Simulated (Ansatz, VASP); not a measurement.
# Two plane-wave programs on TiC

The input INCAR:

```
PREC = Accurate
ENCUT = 520
EDIFF = 1E-6
ISMEAR = 0
SIGMA = 0.15
LREAL = False
LASPH = True
NELM = 60
ALGO = Normal
ISIF = 2
LWAVE = False
LCHARG = False
GGA = PS
NBANDS = 15
```

The input KPOINTS:

```
Automatic mesh
0
Gamma
  18 18 18
```

POSCAR

```
TiC
1.0
    0.0000000000      2.1964600000      2.1640000000
    2.1964600000      0.0000000000      2.1640000000
    2.1964600000      2.1964600000      0.0000000000
Ti C
1 1
Direct
    0.0000000000      0.0000000000      0.0000000000
    0.5000000000      0.5000000000      0.5000000000
```

Input for Ansatz:

```yaml
crystal:
  lattice:
    - [0.0, 2.19646, 2.164]
    - [2.19646, 0.0, 2.164]
    - [2.19646, 2.19646, 0.0]
  atoms:
    - { symbol: Ti, position: [0.0, 0.0, 0.0] }
    - { symbol: C, position: [0.5, 0.5, 0.5] }
basis:
  ecutwfc: 420
kpoints:
  mp_grid: { grid: [18, 18, 18] }
hamiltonian:
  xc: pbesol
scf:
  occupations: { method: gaussian, width: 0.15 }
output:
  forces: true
  stress: true
  eigenvalues: true
```

Change from the starting cell: strain +0.015 along x and y, +0.000 along z, atoms carried along.

Alike in both runs: task single point; functional PBEsol; k mesh 18 × 18 × 18; occupations gaussian, width 0.15 eV; no spin polarisation.

|  | VASP | Ansatz |
| --- | --- | --- |
| version | VASP 6.6.1 | Ansatz 0.2.0 |
| potentials or method | VASP PAW PBE potentials, release 64 (Ti_sv, C), cutoff 520 eV | scalar-relativistic, plane waves, PAW |
| valence electrons in the cell | 16 | 16 |

Ansatz gave:

| Quantity | Value |
| --- | --- |
| gap on the k mesh at the Fermi level (eV) | none |
| pressure (GPa) | -12.8 |
| traceless stress, the component that is largest in VASP (GPa) | 3.41 |

**Question.** What did VASP give for the same quantities?

**Answer.** gap on the k mesh at the Fermi level (eV): none; pressure (GPa): -12.7; traceless stress, the component that is largest in VASP (GPa): 3.43.

VASP's potentials were made for PBE, not for PBEsol. A gap of «none» marks a metal or a gap that the smearing closes. The functional is the same, so the differences come from potentials, cutoffs and numerics.
